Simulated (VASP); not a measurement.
# ZnSnN2 (P-4m2) in VASP: a series of runs, part 3 of 3

VASP 6.6.1. The steps go on from the part before.

## Step 6: Single point, r2SCAN

This run uses another cell than the first one, of 13.68 Å³/atom, 0.937 times its volume.

POSCAR reads:

```
ZnSnN2
1.0
    3.4806170429      0.0000000000      0.0000000000
    0.0000000000      3.4806170429      0.0000000000
    0.0000000000      0.0000000000      9.0327848946
Zn N Sn
2 4 2
Direct
    0.5000000000      0.0000000000      0.9044325194
    0.0000000000      0.5000000000      0.0955674806
    0.5000000000      0.5000000000      0.0000000000
    0.0000000000      0.0000000000      0.2432612901
    0.5000000000      0.5000000000      0.5000000000
    0.0000000000      0.0000000000      0.7567387099
    0.5000000000      0.0000000000      0.3552999183
    0.0000000000      0.5000000000      0.6447000817
```

INCAR.step1 reads:

```
SYSTEM = ZnSnN2
PREC = Accurate
ENCUT = 520
ISMEAR = -1
SIGMA = 0.02
LREAL = .FALSE.
LASPH = .TRUE.
NELM = 80
NBANDS = 46
GGA = PE
ALGO = Normal
EDIFF = 1E-4
LWAVE = .TRUE.
LCHARG = .FALSE.
```

INCAR.step2 reads:

```
SYSTEM = ZnSnN2
PREC = Accurate
ENCUT = 520
EDIFF = 1E-7
ISMEAR = -1
SIGMA = 0.02
LREAL = .FALSE.
LASPH = .TRUE.
NELM = 80
ALGO = Normal
ISIF = 2
LWAVE = .FALSE.
LCHARG = .FALSE.
METAGGA = R2SCAN
LMIXTAU = .TRUE.
NBANDS = 46
ISTART = 1
```

KPOINTS reads:

```
regular mesh
0
G
  6 6 2
  0 0 0
```

Potentials or basis: VASP PAW PBE potentials, release 64 (Zn, N, Sn_d).

Launch:

```sh
> cat potpaw_PBE.64/Zn/POTCAR potpaw_PBE.64/N/POTCAR potpaw_PBE.64/Sn_d/POTCAR > POTCAR
> cp INCAR.step1 INCAR
> mpirun -np 1 vasp_std > vasp.out
> cp INCAR.step2 INCAR
> mpirun -np 1 vasp_std > vasp.out
```

OUTCAR:

```text
SYSTEM = ZnSnN2
   PREC = Accurate
   ENCUT = 520
   EDIFF = 1E-7
   ISMEAR = -1
   LREAL = .FALSE.
   LASPH = .TRUE.
   NELM = 80
   ISIF = 2
   METAGGA = R2SCAN
   ISTART = 1

 ion  position               nearest neighbor table
   1  0.500  0.000  0.904-   3 1.94   3 1.94   6 2.19   6 2.19   2 3.01   2 3.01   2 3.01   2 3.01
                             8 3.40   8 3.40   8 3.40   8 3.40
   2  0.000  0.500  0.096-   3 1.94   3 1.94   4 2.19   4 2.19   1 3.01   1 3.01   1 3.01   1 3.01
                             7 3.40   7 3.40   7 3.40   7 3.40
   3  0.500  0.500  0.000-   1 1.94   2 1.94   1 1.94   2 1.94
   4  0.000  0.000  0.243-   7 2.01   7 2.01   2 2.19   2 2.19
   5  0.500  0.500  0.500-   7 2.18   8 2.18   7 2.18   8 2.18
   6  0.000  0.000  0.757-   8 2.01   8 2.01   1 2.19   1 2.19
   7  0.500  0.000  0.355-   4 2.01   4 2.01   5 2.18   5 2.18   2 3.40   2 3.40   2 3.40   2 3.40
                             8 3.59   8 3.59   8 3.59   8 3.59
   8  0.000  0.500  0.645-   6 2.01   6 2.01   5 2.18   5 2.18   1 3.40   1 3.40   1 3.40   1 3.40
                             7 3.59   7 3.59   7 3.59   7 3.59

  LATTYP: Found a simple tetragonal cell.
 ALAT       =     3.4806170429
 C/A-ratio  =     2.5951676910

  Lattice vectors:

 A1 = (   3.4806170429,   0.0000000000,   0.0000000000)
 A2 = (   0.0000000000,   3.4806170429,   0.0000000000)
 A3 = (   0.0000000000,   0.0000000000,   9.0327848946)

Analysis of symmetry for initial positions (statically):
=====================================================================
 Subroutine PRICEL returns:
 Original cell was already a primitive cell.

 Routine SETGRP: Setting up the symmetry group for a
 simple tetragonal supercell.

 Subroutine GETGRP returns: Found  8 space group operations
 (whereof  8 operations were pure point group operations)
 out of a pool of 16 trial point group operations.

The static configuration has the point symmetry D_2d.

Analysis of symmetry for dynamics (positions and initial velocities):
=====================================================================
 Subroutine PRICEL returns:
[... 141 lines left out ...]
   METAGGA = R2SCAN    functional components
   LHFCALC =     F    Hartree Fock is set to
   AEXX    =    0.0000 exact exchange contribution
   IVDW    =     0    specifies the selected vdW correction
   LEPSILON=     F    determine dielectric tensor
   LRPA    =     F    only Hartree local field effects (RPA)
 non-spin polarized calculation
  energy-cutoff  :      520.00
  volume of cell :      109.43
 maximum number of plane-waves:      2978
 NGX is ok and might be reduce to    28
   NGX = 13   NGY = 13   NGZ = 33

 number of electron      72.0000025 magnetization

 Free energy of the ion-electron system (eV)
  ---------------------------------------------------
  ext. energy  EPLUGINS =         0.00000000
  ---------------------------------------------------
  free energy    TOTEN  =      -103.08743264 eV

  energy without entropy =     -103.08538509  energy(sigma->0) =     -103.08640886

 E-fermi :   5.7870     XC(G=0): -11.8095

 val. band max:        5.7504021830   @ k =   0.5000   0.0000   0.0000
 cond. band min:       6.5549155635   @ k =   0.1667   0.0000   0.0000
 fundamental gap:      0.8045133806
 Fermi energy:         5.7869906935

 k-point     1 :       0.0000    0.0000    0.0000
  band No.  band energies     occupation
      1     -17.3989      2.00000
      2     -17.2995      2.00000
      3     -17.1046      2.00000
      4     -17.1046      2.00000
      5     -17.0417      2.00000
      6     -17.0233      2.00000
[... 969 lines left out ...]
     45      14.6968      0.00000
     46      14.6968      0.00000

------------------------ aborting loop because EDIFF is reached ----------------------------------------

  FORCE on cell =-STRESS in cart. coord.  units (eV):
  Direction    XX          YY          ZZ          XY          YZ          ZX
  --------------------------------------------------------------------------------------
  -------------------------------------------------------------------------------------
  Total        0.4654015      0.4654015      0.3624809      0.0000000      0.0000000      0.0000000
  in kB        6.8140333      6.8140333      5.3071530      0.0000000      0.0000000      0.0000000
  external PRESSURE =       6.3117398 kB  Pullay stress =       0.0000000 kB

 VOLUME and BASIS-vectors are now :
 -----------------------------------------------------------------------------
  energy-cutoff  :      520.00
  volume of cell :      109.43
      direct lattice vectors                 reciprocal lattice vectors
     3.480617043  0.000000000  0.000000000     0.287305379  0.000000000  0.000000000
     0.000000000  3.480617043  0.000000000     0.000000000  0.287305379  0.000000000
     0.000000000  0.000000000  9.032784895     0.000000000  0.000000000  0.110707828

 POSITION                                       TOTAL-FORCE (eV/Angst)
 -----------------------------------------------------------------------------------
      1.74031      0.00000      8.16954        -0.000000     -0.000000     -0.032105
      0.00000      1.74031      0.86324         0.000000     -0.000000      0.032105
      1.74031      1.74031      0.00000         0.000000     -0.000000      0.000000
      0.00000      0.00000      2.19733         0.000000     -0.000000     -0.025042
      1.74031      1.74031      4.51639        -0.000000      0.000000      0.000000
      0.00000      0.00000      6.83546         0.000000     -0.000000      0.025042
      1.74031      0.00000      3.20935         0.000000     -0.000000     -0.003472
      0.00000      1.74031      5.82344         0.000000     -0.000000      0.003472
 -----------------------------------------------------------------------------------
    total drift:                                0.000000     -0.000000      0.000000

  FREE ENERGIE OF THE ION-ELECTRON SYSTEM (eV)
  ---------------------------------------------------
  free  energy   TOTEN  =      -103.0874326437 eV

  energy  without entropy=     -103.0853850859  energy(sigma->0) =     -103.08640886
```

OUTCAR.step1:

```text
SYSTEM = ZnSnN2
   PREC = Accurate
   ENCUT = 520
   ISMEAR = -1
   LREAL = .FALSE.
   LASPH = .TRUE.
[... 1222 lines left out ...]
      0.00000      0.00000      6.83546         0.000000      0.000000      0.261794
      1.74031      0.00000      3.20935        -0.000000     -0.000000      0.118215
      0.00000      1.74031      5.82344        -0.000000      0.000000     -0.118215
 -----------------------------------------------------------------------------------
    total drift:                                0.000000     -0.000000      0.000000

  FREE ENERGIE OF THE ION-ELECTRON SYSTEM (eV)
  ---------------------------------------------------
  free  energy   TOTEN  =       -41.3580780069 eV

  energy  without entropy=      -41.3558602015  energy(sigma->0) =      -41.35696910
```

Wall time 8.4 min (1 thread of Intel Xeon 6975P-C, shared host); peak memory 0.29 GiB.

Results:

```yaml
Free_energy: -103.0874 eV
Pressure: 0.6 GPa
Largest_force: 0.032 eV/Å
Band_gap_on_the_k_mesh: zero (band 36 reaches 5.75 eV, above the bottom of band 37 at 5.64 eV)
```

Forces on the atoms (eV/Å):
```
Zn   0.000  0.000 -0.032
Zn   0.000  0.000  0.032
N    0.000  0.000  0.000
N    0.000  0.000 -0.025
N    0.000  0.000  0.000
N    0.000  0.000  0.025
Sn   0.000  0.000 -0.003
Sn   0.000  0.000  0.003
```

Stress tensor (GPa, compression positive):
```
0.68 0.00 0.00
0.00 0.68 0.00
0.00 0.00 0.53
```

Levels at points of the mesh, in eV from the Fermi level:
```csv
k point,band 33,band 34,band 35,band 36,band 37,band 38,band 39,band 40
"(0.00, 0.00, 0.00)",-1.94,-0.50,-0.20,-0.15,-0.15,1.42,2.45,4.10
"(0.50, 0.00, 0.00)",-1.41,-1.25,-0.33,-0.04,1.62,1.90,4.47,5.08
"(0.50, 0.50, 0.00)",-2.98,-1.76,-1.76,-1.76,1.73,2.15,4.20,4.20
"(0.00, 0.00, 0.50)",-1.77,-1.73,-0.21,-0.21,1.23,1.27,1.91,3.80
"(0.50, 0.00, 0.50)",-1.82,-1.41,-0.60,-0.04,1.83,2.16,4.39,5.23
"(0.50, 0.50, 0.50)",-3.48,-1.93,-1.82,-1.82,2.37,2.68,4.00,4.26
```

Caveat: the PAW data sets were made with another functional, which shifts forces and pressure a little; spin-orbit coupling is left out, which moves the levels of the heavy elements.

## Step 7: Summary

```csv
level,cell,gap on the mesh (eV),pressure (GPa),largest force (eV/Å)
PBE,"a = 3.534, b = 3.534, c = 9.350 Å, 8 atoms",none,-3.3,0.12
PBE,"a = 3.568, b = 3.568, c = 9.440 Å, 8 atoms",none,-6.3,0.21
r2SCAN,"a = 3.410, b = 3.410, c = 8.848 Å, 8 atoms",none,11.5,0.36
r2SCAN,"a = 3.445, b = 3.445, c = 8.942 Å, 8 atoms",none,5.6,0.18
r2SCAN,"a = 3.481, b = 3.481, c = 9.033 Å, 8 atoms",none,0.6,0.03
```

Alike in all rows: task single point; potentials or basis VASP PAW PBE potentials, release 64 (Zn, N, Sn_d); no spin polarisation; k mesh 6 × 6 × 2; cutoff (eV) 520; smearing fermi-dirac 0.02 eV.

Caveats: spin-orbit coupling is left out, which moves the levels of the heavy elements; the PAW data sets were made with another functional, which shifts forces and pressure a little (some runs).

Total energies depend on the potentials used, so only differences within one code and one set of settings carry meaning.
